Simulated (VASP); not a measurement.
# BN (R3m) in VASP: further runs

Runs on BN. Level: PBEsol. Tasks: single point.

All numbers are computed with VASP 6.6.1; they aren't measurements. Logs are shortened: lines on timing, memory, paths and dates and some standing lists are left out, and cuts for length are marked.

### 1 The cell of the first run

It takes space group R3m (No. 160, trigonal). The conventional cell has a = 2.569 Å, b = 2.569 Å, c = 6.199 Å, α = 90.00°, β = 90.00°, γ = 120.00°. Within 2.1 Å of B (site symmetry 3m) lie 4 N at 1.55 to 1.57 Å. N (site symmetry 3m) has 4 B at 1.55 to 1.57 Å within 2.1 Å.

### 2 Single point, PBEsol (equal xy, yz and zx shear strains of -1 %)

The input, INCAR:

```
  PREC = Accurate
  ENCUT = 520
  EDIFF = 1E-6
  ISMEAR = -1
  SIGMA = 0.03
  LREAL = F
  LASPH = T
  NELM = 100
  ALGO = Normal
  ISIF = 2
  LWAVE = F
  LCHARG = F
  GGA = PS
  NBANDS = 11
```

The input, KPOINTS:

```
Automatic mesh
0
Gamma
  13 13 13
```

The input, POSCAR:

```
BN
1.0
   -0.0180750000      1.7984625000      1.7984625000
    1.7984625000     -0.0180750000      1.7984625000
    1.7984625000      1.7984625000     -0.0180750000
B N
1 1
Direct
    0.0000000000      0.0000000000      0.0000000000
    0.7500000000      0.7500000000      0.7500000000
```

Potentials or basis: VASP PAW PBE potentials, release 64 (B, N).

Command:

```console
$ cat potpaw_PBE.64/B/POTCAR potpaw_PBE.64/N/POTCAR > POTCAR
$ mpirun -np 1 vasp_std > vasp.out
```

OUTCAR:

```text
PREC = Accurate
   ENCUT = 520
   EDIFF = 1E-6
   ISMEAR = -1
   LREAL = F
   LASPH = T
   NELM = 100
   ISIF = 2
   GGA = PS

 ion  position               nearest neighbor table
   1  0.000  0.000  0.000-   2 1.55   2 1.57   2 1.57   2 1.57
   2  0.750  0.750  0.750-   1 1.55   1 1.57   1 1.57   1 1.57

  LATTYP: Found a trigonal (rhomboedric) cell.
 ALAT       =     2.5434742840
 COS(alpha) =     0.4899250057

  Lattice vectors:

 A1 = (  -0.0180750000,   1.7984625000,   1.7984625000)
 A2 = (   1.7984625000,  -0.0180750000,   1.7984625000)
 A3 = (   1.7984625000,   1.7984625000,  -0.0180750000)

Analysis of symmetry for initial positions (statically):
=====================================================================
 Subroutine PRICEL returns:
 Original cell was already a primitive cell.

 Routine SETGRP: Setting up the symmetry group for a
 trigonal (rhombohedral) supercell.

 Subroutine GETGRP returns: Found  6 space group operations
 (whereof  6 operations were pure point group operations)
 out of a pool of 12 trial point group operations.

The static configuration has the point symmetry C_3v.

Analysis of symmetry for dynamics (positions and initial velocities):
=====================================================================
 Subroutine PRICEL returns:
 Original cell was already a primitive cell.

 Routine SETGRP: Setting up the symmetry group for a
 trigonal (rhombohedral) supercell.

 Subroutine GETGRP returns: Found  6 space group operations
 (whereof  6 operations were pure point group operations)
 out of a pool of 12 trial point group operations.

The dynamic configuration has the point symmetry C_3v.

 Subroutine INISYM returns: Found  6 space group operations
 (whereof  6 operations are pure point group operations),
 and found     1 'primitive' translations

----------------------------------------------------------------------------------------

                                     Primitive cell

  volume of cell :      11.8095

  direct lattice vectors                    reciprocal lattice vectors
    -0.018075000  1.798462500  1.798462500    -0.273858782  0.276639074  0.276639074
     1.798462500 -0.018075000  1.798462500     0.276639074 -0.273858782  0.276639074
     1.798462500  1.798462500 -0.018075000     0.276639074  0.276639074 -0.273858782

  length of vectors
     2.543474284  2.543474284  2.543474284     0.477553125  0.477553125  0.477553125
[... 80 lines left out ...]
   NELM   =    100;   NELMIN=  2; NELMDL= -5     # of ELM steps
   EDIFF  = 0.1E-05   stopping-criterion for ELM
   LREAL  =      F    real-space projection
[... 7 lines left out ...]
   TEBEG  =    0.0;   TEEND  =   0.0 temperature during run
   PSTRESS=    0.0 pullay stress
   NELECT =       8.0000    total number of electrons
   NUPDOWN=      -1.0000    fix difference up-down
   EMIN   =  10.00;   EMAX   =-10.00  energy-range for DOS
   EFERMI =   0.00;   METHOD = LEGACY
   ISMEAR =    -1;   SIGMA  =   0.03  broadening in eV -4-tet -1-fermi 0-gaus
   EFERMI_NEDOS =   21; number of points for ismear=-14 and -15
   IALGO  =     38    algorithm
   IMIX   =      4    mixing-type and parameters
     AMIX     =   0.40;   BMIX     =  1.00
     AMIX_MAG =   1.60;   BMIX_MAG =  1.00
  volume/ion in A,a.u.               =       5.90        39.85
  Fermi-wavevector in a.u.,A,eV,Ry     =   1.437785  2.717021 28.126331  2.067227
  Thomas-Fermi vector in A             =   2.556825
   LORBIT       =      0    0 simple, 1 ext, 2 COOP (PROOUT), +10 PAW based schemes
   GGA     = PS    functional components
   LHFCALC =     F    Hartree Fock is set to
   AEXX    =    0.0000 exact exchange contribution
   IVDW    =     0    specifies the selected vdW correction
   LEPSILON=     F    determine dielectric tensor
   LRPA    =     F    only Hartree local field effects (RPA)
 non-spin polarized calculation
  energy-cutoff  :      520.00
  volume of cell :       11.81
 maximum number of plane-waves:       331
   NGX =  9   NGY =  9   NGZ =  9

 number of electron       7.9999999 magnetization

 Free energy of the ion-electron system (eV)
  ---------------------------------------------------
  ext. energy  EPLUGINS =         0.00000000
  ---------------------------------------------------
  free energy    TOTEN  =       -18.34145794 eV

  energy without entropy =      -18.34145794  energy(sigma->0) =      -18.34145794

 E-fermi :   8.0153     XC(G=0): -13.0165

 val. band max:        7.3987227994   @ k =   0.0000   0.0000   0.0000
 cond. band min:      11.7108760724   @ k =   0.4615   0.4615   0.0000
 fundamental gap:      4.3121532729
 Fermi energy:         8.0153233230

 k-point     1 :       0.0000    0.0000    0.0000
  band No.  band energies     occupation
      1     -12.8909      2.00000
      2       7.3453      2.00000
      3       7.3453      2.00000
      4       7.3987      2.00000
      5      15.9911      0.00000
      6      15.9911      0.00000
      7      16.3064      0.00000
      8      17.7294      0.00000
      9      31.8747      0.00000
     10      35.0575      0.00000
     11      35.0575      0.00000
[... 309 lines left out ...]
 k-point    24 :       0.4615    0.1538    0.0000
  band No.  band energies     occupation
      1      -8.8977      2.00000
      2      -2.0114      2.00000
      3       4.1117      2.00000
      4       4.5738      2.00000
      5      16.2216      0.00000
      6      19.4115      0.00000
      7      19.9221      0.00000
      8      21.8078      0.00000
      9      27.9824      0.00000
     10      33.4723      0.00000
     11      35.2787      0.00000

 [... further k-points ...]

------------------------ aborting loop because EDIFF is reached ----------------------------------------

  FORCE on cell =-STRESS in cart. coord.  units (eV):
  Direction    XX          YY          ZZ          XY          YZ          ZX
  --------------------------------------------------------------------------------------
  -------------------------------------------------------------------------------------
  Total       -0.1626849     -0.1626849     -0.1626849      0.3380717      0.3380717      0.3380717
  in kB      -22.0711814    -22.0711814    -22.0711814     45.8656082     45.8656082     45.8656082
  external PRESSURE =     -22.0711814 kB  Pullay stress =       0.0000000 kB

 VOLUME and BASIS-vectors are now :
 -----------------------------------------------------------------------------
  energy-cutoff  :      520.00
  volume of cell :       11.81
      direct lattice vectors                 reciprocal lattice vectors
    -0.018075000  1.798462500  1.798462500    -0.273858782  0.276639074  0.276639074
     1.798462500 -0.018075000  1.798462500     0.276639074 -0.273858782  0.276639074
     1.798462500  1.798462500 -0.018075000     0.276639074  0.276639074 -0.273858782

 POSITION                                       TOTAL-FORCE (eV/Angst)
 -----------------------------------------------------------------------------------
      0.00000      0.00000      0.00000         0.029287      0.029287      0.029287
      2.68414      2.68414      2.68414        -0.029287     -0.029287     -0.029287
 -----------------------------------------------------------------------------------
    total drift:                               -0.000006     -0.000006     -0.000006

  FREE ENERGIE OF THE ION-ELECTRON SYSTEM (eV)
  ---------------------------------------------------
  free  energy   TOTEN  =       -18.3414579407 eV

  energy  without entropy=      -18.3414579407  energy(sigma->0) =      -18.34145794
```

OSZICAR:

```text
N       E                     dE             d eps       ncg     rms          rms(c)
DAV:   1     0.975530841767E+01    0.97553E+01   -0.49680E+03  5205   0.723E+02
DAV:   2    -0.187646800662E+02   -0.28520E+02   -0.27676E+02  6089   0.165E+02
DAV:   3    -0.192872631723E+02   -0.52258E+00   -0.52182E+00  6038   0.191E+01
DAV:   4    -0.192878520084E+02   -0.58884E-03   -0.58883E-03  5406   0.725E-01
DAV:   5    -0.192878525283E+02   -0.51990E-06   -0.51987E-06  5820   0.212E-02    0.656E+00
DAV:   6    -0.184455708839E+02    0.84228E+00   -0.26758E+00  5361   0.935E+00    0.326E+00
DAV:   7    -0.183619527126E+02    0.83618E-01   -0.99244E-02  5784   0.252E+00    0.187E+00
DAV:   8    -0.183414432430E+02    0.20509E-01   -0.32544E-02  5709   0.124E+00    0.179E-01
DAV:   9    -0.183414365192E+02    0.67238E-05   -0.86627E-04  5442   0.246E-01    0.793E-02
DAV:  10    -0.183414559758E+02   -0.19457E-04   -0.63831E-05  5662   0.699E-02    0.131E-02
DAV:  11    -0.183414578598E+02   -0.18841E-05   -0.41374E-06  5663   0.157E-02    0.836E-03
DAV:  12    -0.183414579407E+02   -0.80906E-07   -0.92012E-07  2688   0.650E-03
   1 F= -.18341458E+02 E0= -.18341458E+02  d E =-.101118E-11
```

It took 39 s on 1 thread of AMD EPYC 7R13, shared host; peak memory 0.11 GiB.

What came out:

| Item | Value |
| --- | --- |
| Free energy | -18.3415 eV |
| Pressure | -2.2 GPa |
| Largest force | 0.051 eV/Å |
| Band gap on the k mesh | 4.31 eV, indirect (least direct gap 8.59 eV) |

Forces on the atoms (eV/Å):
```
B    0.029  0.029  0.029
N   -0.029 -0.029 -0.029
```

Stress tensor (GPa, compression positive):
```
-2.21  4.59  4.59
 4.59 -2.21  4.59
 4.59  4.59 -2.21
```

Caveat: the cell differs from its parent crystal (equal xy, yz and zx shear strains of -1 %); the PAW data sets were made with another functional, which shifts forces and pressure a little.

### 3 Single point, PBEsol (equal xy, yz and zx shear strains of +2 %)

The input, INCAR:

```
PREC = Accurate ; ENCUT = 520
EDIFF = 1E-6 ; ISMEAR = -1
SIGMA = 0.03 ; LREAL = False
LASPH = True ; NELM = 100
ALGO = Normal ; ISIF = 2
LWAVE = False ; LCHARG = False
GGA = PS ; NBANDS = 11
```

The input, KPOINTS:

```
regular mesh
0
Gamma
  13 13 13
```

The input, POSCAR:

```
BN
1.0
    0.0361500000      1.8255750000      1.8255750000
    1.8255750000      0.0361500000      1.8255750000
    1.8255750000      1.8255750000      0.0361500000
B N
1 1
Direct
    0.0000000000      0.0000000000      0.0000000000
    0.7500000000      0.7500000000      0.7500000000
```

Potentials or basis: VASP PAW PBE potentials, release 64 (B, N).

Command:

```console
$ cat potpaw_PBE.64/B/POTCAR potpaw_PBE.64/N/POTCAR > POTCAR
$ mpirun -np 1 vasp_std > vasp.out
```

Run time: 32 s. Hardware: 1 thread of AMD EPYC 7R13, shared host; peak memory 0.11 GiB.

It converged, with:

- Free energy: -18.3269 eV
- Pressure: -1.8 GPa
- Largest force: 0.035 eV/Å
- Band gap on the k mesh: 4.29 eV, indirect (least direct gap 7.98 eV)

Forces on the atoms (eV/Å):
```
B   -0.020 -0.020 -0.020
N    0.020  0.020  0.020
```

Stress tensor (GPa, compression positive):
```
-1.80 -8.90 -8.90
-8.90 -1.80 -8.90
-8.90 -8.90 -1.80
```

Levels at points of the mesh, in eV from the valence-band top:
| k point | band 1 | band 2 | band 3 | band 4 | band 5 | band 6 | band 7 | band 8 |
| --- | --- | --- | --- | --- | --- | --- | --- | --- |
| (0.00, 0.00, 0.00) | -20.31 | -0.14 | 0.00 | 0.00 | 7.98 | 8.99 | 8.99 | 10.45 |

Caveat: the cell differs from its parent crystal (equal xy, yz and zx shear strains of +2 %); the PAW data sets were made with another functional, which shifts forces and pressure a little.
